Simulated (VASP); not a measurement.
# Al16O25 (a cell with a defect) in VASP: a series of runs

Al16O25 (a cell with a defect) is run at these levels: PBEsol; tasks: single point, relaxation of the atoms.

All numbers are computed with VASP 6.6.1; they aren't measurements. Logs are shortened: lines on timing, memory, paths and dates and some standing lists are left out, and cuts for length are marked.

### Step 1. The cell of the first run

The cell holds a defect, 41 atoms: a = 7.015 Å, b = 7.015 Å, c = 7.015 Å, α = 85.77°, β = 85.77°, γ = 85.77°.

### Step 2. Single point, PBEsol, collinear spin (with an interstitial atom, then relaxed in part)

Contents of INCAR:

```
  ALGO = Normal
  EDIFF = 1E-7
  ENCUT = 520
  GGA = PS
  ISIF = 2
  ISMEAR = 0
  ISPIN = 2
  LASPH = T
  LCHARG = F
  LORBIT = 11
  LREAL = Auto
  LWAVE = F
  MAGMOM = 0.111 0 0 0 0 0 0 0 0 0 0 0 0.111 0 0 0 0 0.111 0 0 0 0 0.111 0 0 0 0.111 0 0 0 0 0.111 0 0 0 0.111 0 0.111 0 0 0.111
  NBANDS = 129
  NELECT = 199.0
  NELM = 150
  PREC = Accurate
  SIGMA = 0.01
```

Contents of KPOINTS:

```
Automatic mesh
0
Gamma
  2 2 2
  0.5 0.5 0.5
```

Contents of POSCAR:

```
Al16O25
1.0
   -4.7738611784     -2.7561900364      4.3382851459
    4.7738611784     -2.7561900364      4.3382851459
    0.0000000000      5.5123800729      4.3382851459
Al O
16 25
Direct
    0.1379730815      0.1379730815      0.1379730815
    0.6428665977      0.6475327531      0.1486841533
    0.6475327531      0.1486841533      0.6428665977
    0.1486841533      0.6428665977      0.6475327531
    0.3471833153      0.3471833153      0.3471833153
    0.8487848904      0.8518691049      0.3556120834
    0.8518691049      0.3556120834      0.8487848904
    0.3556120834      0.8487848904      0.8518691049
    0.6528166847      0.6528166847      0.6528166847
    0.1512151096      0.1481308951      0.6443879166
    0.1481308951      0.6443879166      0.1512151096
    0.6443879166      0.1512151096      0.1481308951
    0.8620269185      0.8620269185      0.8620269185
    0.3571334023      0.3524672469      0.8513158467
    0.3524672469      0.8513158467      0.3571334023
    0.8513158467      0.3571334023      0.3524672469
    0.4102453385      0.5940497054      0.7492208486
    0.8981947322      0.1066495760      0.7171126959
    0.9000626694      0.6043138432      0.2528319830
    0.3994653383      0.0956951312      0.2501790062
    0.4059502946      0.2507791514      0.5897546615
    0.9043048688      0.7498209938      0.6005346617
    0.8933504240      0.2828873041      0.1018052678
    0.3956861568      0.7471680170      0.0999373306
    0.5940497054      0.7492208486      0.4102453385
    0.0956951312      0.2501790062      0.3994653383
    0.1066495760      0.7171126959      0.8981947322
    0.6043138432      0.2528319830      0.9000626694
    0.7492208486      0.4102453385      0.5940497054
    0.2528319830      0.9000626694      0.6043138432
    0.2501790062      0.3994653383      0.0956951312
    0.7171126959      0.8981947322      0.1066495760
    0.2507791514      0.5897546615      0.4059502946
    0.7471680170      0.0999373306      0.3956861568
    0.7498209938      0.6005346617      0.9043048688
    0.2828873041      0.1018052678      0.8933504240
    0.5897546615      0.4059502946      0.2507791514
    0.1018052678      0.8933504240      0.2828873041
    0.0999373306      0.3956861568      0.7471680170
    0.6005346617      0.9043048688      0.7498209938
    0.0000000000      0.0000000000      0.0000000000
```

Potentials or basis: VASP PAW PBE potentials, release 64 (Al, O).

On the command line:

```
$ cat potpaw_PBE.64/Al/POTCAR potpaw_PBE.64/O/POTCAR > POTCAR
$ mpirun -np 1 vasp_std > vasp.out
```

OUTCAR:

```text
EDIFF = 1E-7
   ENCUT = 520
   GGA = PS
   ISIF = 2
   ISMEAR = 0
   ISPIN = 2
   LASPH = T
   LORBIT = 11
   LREAL = Auto
   NELECT = 199.0
   NELM = 150
   PREC = Accurate

 ion  position               nearest neighbor table
   1  0.138  0.138  0.138-  41 1.80  23 1.95  38 1.95  36 1.95  31 2.04  20 2.04  26 2.04   5 2.72
                            16 2.85  15 2.85  14 2.85   6 3.19   8 3.19   7 3.19
   2  0.643  0.648  0.149-  37 1.84  35 1.86  24 1.87  32 1.87  19 1.99  25 2.01   6 2.68  16 2.79
                            15 2.79  13 2.85   8 3.19   5 3.24   7 3.24
   3  0.648  0.149  0.643-  21 1.84  40 1.86  34 1.87  18 1.87  28 1.99  29 2.01   7 2.68  14 2.79
                            16 2.79  13 2.85   6 3.19   5 3.24   8 3.24
   4  0.149  0.643  0.648-  33 1.84  22 1.86  39 1.87  27 1.87  30 1.99  17 2.01   8 2.68  14 2.79
                            15 2.79  13 2.85   7 3.19   5 3.24   6 3.24
   5  0.347  0.347  0.347-  37 1.85  33 1.85  21 1.85  26 1.94  20 1.94  31 1.94   1 2.72  11 2.76
                            12 2.76  10 2.76   2 3.24   3 3.24   4 3.24
   6  0.849  0.852  0.356-  38 1.85  34 1.86  22 1.87  19 1.93  25 1.98  32 2.03   2 2.68   9 2.76
                            11 2.83  12 2.83   3 3.19   1 3.19   4 3.24
   7  0.852  0.356  0.849-  23 1.85  39 1.86  35 1.87  28 1.93  29 1.98  18 2.03   3 2.68   9 2.76
                            10 2.83  12 2.83   4 3.19   1 3.19   2 3.24
   8  0.356  0.849  0.852-  36 1.85  24 1.86  40 1.87  30 1.93  17 1.98  27 2.03   4 2.68   9 2.76
                            10 2.83  11 2.83   2 3.19   1 3.19   3 3.24
   9  0.653  0.653  0.653-  17 1.85  29 1.85  25 1.85  22 1.94  40 1.94  35 1.94  13 2.72   7 2.76
                             8 2.76   6 2.76  14 3.24  15 3.24  16 3.24
  10  0.151  0.148  0.644-  18 1.85  30 1.86  26 1.87  39 1.93  21 1.98  36 2.03  14 2.68   5 2.76
                             7 2.83   8 2.83  15 3.19  13 3.19  16 3.24
  11  0.148  0.644  0.151-  27 1.85  19 1.86  31 1.87  24 1.93  33 1.98  38 2.03  15 2.68   5 2.76
                             6 2.83   8 2.83  16 3.19  13 3.19  14 3.24
  12  0.644  0.151  0.148-  32 1.85  28 1.86  20 1.87  34 1.93  37 1.98  23 2.03  16 2.68   5 2.76
                             6 2.83   7 2.83  14 3.19  13 3.19  15 3.24
  13  0.862  0.862  0.862-  41 1.80  27 1.95  18 1.95  32 1.95  35 2.04  40 2.04  22 2.04   9 2.72
                             4 2.85   3 2.85   2 2.85  10 3.19  12 3.19  11 3.19
  14  0.357  0.352  0.851-  17 1.84  31 1.86  28 1.87  36 1.87  39 1.99  21 2.01  10 2.68   4 2.79
                             3 2.79   1 2.85  12 3.19   9 3.24  11 3.24
  15  0.352  0.851  0.357-  25 1.84  20 1.86  30 1.87  38 1.87  24 1.99  33 2.01  11 2.68   2 2.79
                             4 2.79   1 2.85  10 3.19   9 3.24  12 3.24
  16  0.851  0.357  0.352-  29 1.84  26 1.86  19 1.87  23 1.87  34 1.99  37 2.01  12 2.68   2 2.79
                             3 2.79   1 2.85  11 3.19   9 3.24  10 3.24
  17  0.410  0.594  0.749-  14 1.84   9 1.85   8 1.98   4 2.01
  18  0.898  0.107  0.717-  10 1.85   3 1.87  13 1.95   7 2.03
  19  0.900  0.604  0.253-  11 1.86  16 1.87   6 1.93   2 1.99
  20  0.399  0.096  0.250-  15 1.86  12 1.87   5 1.94   1 2.04
  21  0.406  0.251  0.590-   3 1.84   5 1.85  10 1.98  14 2.01
  22  0.904  0.750  0.601-   4 1.86   6 1.87   9 1.94  13 2.04
[... 16 lines left out ...]
  39  0.100  0.396  0.747-   7 1.86   4 1.87  10 1.93  14 1.99
  40  0.601  0.904  0.750-   3 1.86   8 1.87   9 1.94  13 2.04
  41  0.000  0.000  0.000-   1 1.80  13 1.80

  LATTYP: Found a trigonal (rhomboedric) cell.
 ALAT       =     7.0147738434
 COS(alpha) =     0.0737201442

  Lattice vectors:

 A1 = (  -4.7738611784,  -2.7561900364,   4.3382851459)
 A2 = (   4.7738611784,  -2.7561900364,   4.3382851459)
 A3 = (   0.0000000000,   5.5123800729,   4.3382851459)

Analysis of symmetry for initial positions (statically):
=====================================================================
 Subroutine PRICEL returns:
 Original cell was already a primitive cell.

 Routine SETGRP: Setting up the symmetry group for a
 trigonal (rhombohedral) supercell.

 Subroutine GETGRP returns: Found  6 space group operations
 (whereof  6 operations were pure point group operations)
 out of a pool of 12 trial point group operations.

The static configuration has the point symmetry S_6 .

Analysis of symmetry for dynamics (positions and initial velocities):
=====================================================================
 Subroutine PRICEL returns:
 Original cell was already a primitive cell.

 Routine SETGRP: Setting up the symmetry group for a
 trigonal (rhombohedral) supercell.

 Subroutine GETGRP returns: Found  6 space group operations
 (whereof  6 operations were pure point group operations)
 out of a pool of 12 trial point group operations.

The dynamic configuration has the point symmetry S_6 .
[... 163 lines left out ...]
   LNONCOLLINEAR =      F non collinear calculations
   LSORBIT =      F    spin-orbit coupling
   LASPH  =      T    aspherical Exc in radial PAW
   ENCUT  =  520.0 eV  38.22 Ry    6.18 a.u.  13.04 13.04 13.04*2*pi/ulx,y,z
   NELM   =    150;   NELMIN=  2; NELMDL= -5     # of ELM steps
   EDIFF  = 0.1E-06   stopping-criterion for ELM
   LREAL  =      T    real-space projection
   EDIFFG = 0.1E-05   stopping-criterion for IOM
   NSW    =      0    number of steps for IOM
   IBRION =     -1    ionic relax: 0-MD 1-quasi-New 2-CG
   NFREE  =      0    steps in history (QN), initial steepest desc. (CG)
   ISIF   =      2    stress and relaxation
   ISYM   =      2    0-nonsym 1-usesym 2-fastsym
   POTIM  = 0.5000    time-step for ionic-motion
   TEBEG  =    0.0;   TEEND  =   0.0 temperature during run
   PSTRESS=    0.0 pullay stress
   NELECT =     199.0000    total number of electrons
   NUPDOWN=      -1.0000    fix difference up-down
   EMIN   =  10.00;   EMAX   =-10.00  energy-range for DOS
   EFERMI =   0.00;   METHOD = LEGACY
   ISMEAR =     0;   SIGMA  =   0.01  broadening in eV -4-tet -1-fermi 0-gaus
   EFERMI_NEDOS =   21; number of points for ismear=-14 and -15
   IALGO  =     38    algorithm
   IMIX   =      4    mixing-type and parameters
     AMIX     =   0.40;   BMIX     =  1.00
     AMIX_MAG =   1.60;   BMIX_MAG =  1.00
  volume/ion in A,a.u.               =       8.35        56.37
  Fermi-wavevector in a.u.,A,eV,Ry     =   1.366081  2.581519 25.390881  1.866177
  Thomas-Fermi vector in A             =   2.492253
   LORBIT       =     11    0 simple, 1 ext, 2 COOP (PROOUT), +10 PAW based schemes
   GGA     = PS    functional components
   LHFCALC =     F    Hartree Fock is set to
   AEXX    =    0.0000 exact exchange contribution
   IVDW    =     0    specifies the selected vdW correction
   LEPSILON=     F    determine dielectric tensor
   LRPA    =     F    only Hartree local field effects (RPA)
 spin polarized calculation
 Gauss-broadening in eV      SIGMA  =   0.01
  energy-cutoff  :      520.00
  volume of cell :      342.49
 maximum number of plane-waves:      9235
 NGX is ok and might be reduce to    54
   NGX = 27   NGY = 27   NGZ = 27

 number of electron     199.0000014 magnetization       1.0000003

 Free energy of the ion-electron system (eV)
  ---------------------------------------------------
  ext. energy  EPLUGINS =         0.00000000
  ---------------------------------------------------
  free energy    TOTEN  =      -306.23116007 eV

  energy without entropy =     -306.22740113  energy(sigma->0) =     -306.22928060

 E-fermi :   8.4720     XC(G=0): -12.0729

 val. band max:        8.4708462053   @ k =  -0.2500   0.2500   0.2500
 cond. band min:       8.4902524098   @ k =   0.2500   0.2500   0.2500
 fundamental gap:      0.0194062046
 Fermi energy:         8.4719582152

 spin component 1

 k-point     1 :       0.2500    0.2500    0.2500
  band No.  band energies     occupation
      1     -12.9107      1.00000
      2     -12.0809      1.00000
      3     -12.0809      1.00000
      4     -12.0471      1.00000
      5     -11.5219      1.00000
      6     -11.5219      1.00000
[... 217 lines left out ...]
    110      16.0051      0.00000
    111      16.0654      0.00000
 Fermi energy:         8.4719582152

 spin component 2

 k-point     1 :       0.2500    0.2500    0.2500
  band No.  band energies     occupation
      1     -12.8605      1.00000
      2     -12.0593      1.00000
      3     -12.0593      1.00000
      4     -11.9781      1.00000
      5     -11.4995      1.00000
      6     -11.4995      1.00000
[... 217 lines left out ...]
    110      16.0180      0.00000
    111      16.0775      0.00000
 [bands above 111 left out]

------------------------ aborting loop because EDIFF is reached ----------------------------------------

  FORCE on cell =-STRESS in cart. coord.  units (eV):
  Direction    XX          YY          ZZ          XY          YZ          ZX
  --------------------------------------------------------------------------------------
  -------------------------------------------------------------------------------------
  Total       28.5682740     28.5682740     17.7467501     -0.0000000      0.0000000     -0.0000000
  in kB      133.6430249    133.6430249     83.0196941     -0.0000000      0.0000000     -0.0000000
  external PRESSURE =     116.7685813 kB  Pullay stress =       0.0000000 kB

 VOLUME and BASIS-vectors are now :
 -----------------------------------------------------------------------------
  energy-cutoff  :      520.00
  volume of cell :      342.49
      direct lattice vectors                 reciprocal lattice vectors
    -4.773861178 -2.756190036  4.338285146    -0.104737021 -0.060469947  0.076835275
     4.773861178 -2.756190036  4.338285146     0.104737021 -0.060469947  0.076835275
     0.000000000  5.512380073  4.338285146     0.000000000  0.120939895  0.076835275

 POSITION                                       TOTAL-FORCE (eV/Angst)
 -----------------------------------------------------------------------------------
      0.00000      0.00000      1.79570         0.000000      0.000000      0.043217
      0.02228     -2.73698      6.24315         0.005194      0.007087     -0.007572
     -2.38143      1.34920      6.24315         0.003540     -0.008041     -0.007572
      2.35916      1.38778      6.24315        -0.008734      0.000955     -0.007572
      0.00000      0.00000      4.51854         0.000000     -0.000000     -0.004635
      0.01472     -2.72706      8.92067         0.006868     -0.007623      0.002590
[... 33 lines left out ...]
      1.45016     -0.01433      9.78136        -0.013193     -0.007795     -0.004488
      0.00000      0.00000      0.00000         0.000000     -0.000000      0.000000
 -----------------------------------------------------------------------------------
    total drift:                                0.000000     -0.000000      0.000000

  FREE ENERGIE OF THE ION-ELECTRON SYSTEM (eV)
  ---------------------------------------------------
  free  energy   TOTEN  =      -306.2311600710 eV

  energy  without entropy=     -306.2274011300  energy(sigma->0) =     -306.22928060

 total charge

# of ion       s       p       d       tot
------------------------------------------
    1        0.301   0.386   0.000   0.688
    2        0.318   0.414   0.000   0.732
    3        0.318   0.414   0.000   0.732
    4        0.318   0.414   0.000   0.732
    5        0.321   0.427   0.000   0.747
    6        0.315   0.406   0.000   0.721
[... 33 lines left out ...]
   40        1.544   3.624   0.000   5.168
   41        1.602   3.489   0.000   5.091
--------------------------------------------------
tot         43.755  97.086   0.000 140.840

 magnetization (x)

# of ion       s       p       d       tot
------------------------------------------
    1       -0.002  -0.003   0.000  -0.005
    2        0.000   0.000   0.000   0.001
    3        0.000   0.000   0.000   0.001
    4        0.000   0.000   0.000   0.001
    5       -0.000   0.000   0.000   0.000
    6       -0.000  -0.000   0.000  -0.000
[... 33 lines left out ...]
   40        0.000   0.001   0.000   0.001
   41        0.007   0.534   0.000   0.541
--------------------------------------------------
tot          0.014   0.853   0.000   0.867
```

Wall time 11 min (1 thread of Intel Xeon 8259CL, shared host); peak memory 0.56 GiB.

Results:

- Free energy: -306.2312 eV
- Largest force: 0.043 eV/Å
- Net moment: 1.00 μB per cell
- Site moments: Al -0.01, +0.00, -0.00 (each value once); O +0.00, +0.05, +0.54 (each value once) μB
- Valence electrons inside the program's atomic spheres: Al 0.69, 0.73, 0.75, 0.72 (each value once); O 5.17, 5.18, 5.09 (each value once)

Forces on the atoms (eV/Å):
```
Al   0.000  0.000  0.043
Al   0.005  0.007 -0.008
Al   0.004 -0.008 -0.008
Al  -0.009  0.001 -0.008
Al   0.000  0.000 -0.005
Al   0.007 -0.008  0.003
Al  -0.010 -0.002  0.003
Al   0.003  0.010  0.003
Al   0.000  0.000  0.005
Al  -0.007  0.008 -0.003
Al   0.010  0.002 -0.003
Al  -0.003 -0.010 -0.003
Al   0.000  0.000 -0.043
Al  -0.005 -0.007  0.008
Al  -0.004  0.008  0.008
Al   0.009 -0.001  0.008
O    0.006  0.000 -0.010
O    0.000  0.003  0.010
O   -0.001 -0.001  0.006
O    0.013  0.008  0.004
O    0.003  0.005  0.010
O    0.000  0.015 -0.004
O   -0.003  0.002 -0.010
O    0.000 -0.002 -0.006
O   -0.003 -0.005 -0.010
O    0.000 -0.015  0.004
O    0.003 -0.002  0.010
O    0.000  0.002  0.006
O   -0.003  0.005 -0.010
O    0.001 -0.001  0.006
O   -0.013  0.008  0.004
O   -0.003 -0.002  0.010
O    0.003 -0.005  0.010
O   -0.001  0.001 -0.006
O    0.013 -0.008 -0.004
O    0.003  0.002 -0.010
O   -0.006  0.000  0.010
O    0.000 -0.003 -0.010
O    0.001  0.001 -0.006
O   -0.013 -0.008 -0.004
O    0.000  0.000  0.000
```

Caveat: the k points lie up to 0.45 Å⁻¹ apart; the cell carries a net charge on a neutralising background, which shifts energy and pressure; the cell differs from its parent crystal (with an interstitial atom, then relaxed in part); the cell is charged against a uniform background, so pressure and absolute levels hang on convention; the PAW data sets were made with another functional, which shifts forces and pressure a little.

(Continued in part 2 of 3.)
